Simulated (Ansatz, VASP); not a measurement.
**One calculation of Ta3H, two programs**

Contents of INCAR:

```
  ALGO = Normal
  DIPOL = 0.5 0.5 0.320
  EDIFF = 1E-7
  ENCUT = 520
  GGA = PE
  IDIPOL = 3
  ISIF = 2
  ISMEAR = 0
  LASPH = T
  LCHARG = F
  LDIPOL = T
  LREAL = F
  LWAVE = F
  NBANDS = 44
  NELM = 80
  PREC = Accurate
  SIGMA = 0.1
```

KPOINTS

```
k-points
0
Gamma
  6 6 1
```

The input POSCAR:

```
Ta3H
1.0
    4.6937283337      0.0000000000      0.0000000000
   -2.3468641669      4.0648879755      0.0000000000
    0.0000000000      0.0000000000     22.4881920917
Ta H
6 2
Direct
    0.6666666667      0.3333333333      0.1778711238
    0.3333333333      0.6666666667      0.2204758507
    0.0000000000      0.0000000000      0.2630805777
    0.6666666667      0.3333333333      0.3023661487
    0.3333333333      0.6666666667      0.3395087724
    0.0000000000      0.0000000000      0.3774510666
   -0.1258061733      0.0000000000      0.4401506378
    0.1258061733      0.0000000000      0.4401506378
```

Input for Ansatz:

```yaml
crystal:
  lattice:
    - [4.6937283337, 0.0, 0.0]
    - [-2.3468641669, 4.0648879755, 0.0]
    - [0.0, 0.0, 22.4881920917]
  atoms:
    - { symbol: Ta, position: [0.6666666667, 0.3333333333, 0.1778711238] }
    - { symbol: Ta, position: [0.3333333333, 0.6666666667, 0.2204758507] }
    - { symbol: Ta, position: [0.0, 0.0, 0.2630805777] }
    - { symbol: Ta, position: [0.6666666667, 0.3333333333, 0.3023661487] }
    - { symbol: Ta, position: [0.3333333333, 0.6666666667, 0.3395087724] }
    - { symbol: Ta, position: [0.0, 0.0, 0.3774510666] }
    - { symbol: H, position: [-0.1258061733, 0.0, 0.4401506378] }
    - { symbol: H, position: [0.1258061733, 0.0, 0.4401506378] }
basis:
  ecutwfc: 420
kpoints:
  mp_grid: { grid: [6, 6, 1] }
hamiltonian:
  xc: pbe
  pseudopotentials: { kind: paw, azcp: { folder: soft_1 } }
scf:
  occupations: { method: gaussian, width: 0.1 }
output:
  forces: true
  eigenvalues: true
efield:
  axis: 3
  dipole_correction: true
  ramp_width: 0.04
```

Alike in both runs: task single point; functional PBE; k mesh 6 × 6 × 1; occupations gaussian, width 0.1 eV; no spin polarisation.

```csv
,VASP,Ansatz
version,VASP 6.6.1,Ansatz 0.2.0
potentials or method,"VASP PAW PBE potentials, release 64 (Ta_pv, H), cutoff 520 eV","scalar-relativistic, plane waves, PAW"
valence electrons in the cell,68,80
```

|  | VASP | Ansatz | Ansatz less VASP |
| --- | --- | --- | --- |
| gap on the k mesh at the Fermi level (eV) | none | none | - |
| rms of the force components (eV/Å) | 2.428 | 2.407 | -0.0204 |

Atom by atom the forces differ by 0.021 eV/Å (rms over components). A gap of «none» marks a metal or a gap that the smearing closes. VASP's potentials hold 68 valence electrons a cell and Ansatz's 80, so a difference there can come from the potentials and not from the codes. Ansatz's warnings: vacuum below fermi.

Neither program's run includes spin-orbit coupling.
